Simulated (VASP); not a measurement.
Wanted: the native input for a VASP 6.6.1 run.

```yaml
Task: single point
Functional: r2SCAN
Dispersion: D4
Potentials_or_basis: VASP PAW PBE potentials, release 64 (Ca_sv, O)
Cutoff: 520 eV
k_mesh: 6 × 6 × 6
Occupations: gaussian, width 0.01 eV
Spin: no spin polarisation
Dipole_correction: no
Further_INCAR_settings: ALGO = Normal; EDIFF = 1e-07; NBANDS = 15
```

Crystal: CaO.

```xyz
2
Lattice="0.0000 2.6067 2.6067 2.6067 0.0000 2.6067 2.6067 2.6067 0.0000" Properties=species:S:1:pos:R:3 pbc="T T T"
Ca    0.0000    0.0000    0.0000
O     1.3034    1.3034    1.3034
```

One way to write it, as run:

POSCAR

```
CaO
1.0
    0.0000000000      2.6067317416      2.6067317416
    2.6067317416      0.0000000000      2.6067317416
    2.6067317416      2.6067317416      0.0000000000
Ca O
1 1
Direct
    0.0000000000      0.0000000000      0.0000000000
    0.2500000000      0.2500000000      0.2500000000
```

INCAR.step1

```
SYSTEM = CaO
ALGO     = Normal         ! electronic algorithm
EDIFF    = 1E-4           ! SCF threshold, eV
ENCUT    = 520            ! plane-wave cutoff, eV
GGA      = PE             ! functional
ISMEAR   = 0              ! smearing method
LASPH    = .TRUE.         ! aspherical terms in the spheres
LCHARG   = .FALSE.        ! write CHGCAR
LREAL    = .FALSE.        ! projectors in reciprocal space
LWAVE    = .TRUE.         ! write WAVECAR
NBANDS   = 15             ! bands
NELM     = 100            ! most SCF steps
PREC     = Accurate       ! precision mode
SIGMA    = 0.01           ! smearing width, eV
```

INCAR.step2

```
SYSTEM = CaO
ALGO     = Normal         ! electronic algorithm
EDIFF    = 1E-7           ! SCF threshold, eV
ENCUT    = 520            ! plane-wave cutoff, eV
ISIF     = 2              ! what is computed and relaxed
ISMEAR   = 0              ! smearing method
ISTART   = 1            
IVDW     = 13             ! dispersion correction
LASPH    = .TRUE.         ! aspherical terms in the spheres
LCHARG   = .FALSE.        ! write CHGCAR
LMIXTAU  = .TRUE.       
LREAL    = .FALSE.        ! projectors in reciprocal space
LWAVE    = .FALSE.        ! write WAVECAR
METAGGA  = R2SCAN         ! meta-GGA
NBANDS   = 15             ! bands
NELM     = 100            ! most SCF steps
PREC     = Accurate       ! precision mode
SIGMA    = 0.01           ! smearing width, eV
VDW_A1   = 0.51559235   
VDW_A2   = 5.77342911   
VDW_S6   = 1.0          
VDW_S8   = 0.6018749
```

KPOINTS

```
k-points
0
G
  6 6 6
  0 0 0
```

Potentials or basis: VASP PAW PBE potentials, release 64 (Ca_sv, O).

Launch:

```console
$ cat potpaw_PBE.64/Ca_sv/POTCAR potpaw_PBE.64/O/POTCAR > POTCAR
$ cp INCAR.step1 INCAR
$ mpirun -np 1 vasp_std > vasp.out
$ cp INCAR.step2 INCAR
$ mpirun -np 1 vasp_std > vasp.out
```

Results of the run:

```yaml
Pressure: 0.4 GPa
Band_gap_on_the_k_mesh: 3.73 eV (least direct gap 4.36 eV)
Dispersion_energy_per_atom: -0.051 eV
```

Caveat: the structure was generated, so it needn't be the stable form of CaO; the PAW data sets were made with another functional, which shifts forces and pressure a little.

Run time: 43 s on 1 thread of Intel(R) Xeon(R) Platinum 8259CL CPU @ 2.50GHz (Skylake/Cascade Lake), with other jobs on the host, peak memory 0.16 GiB.
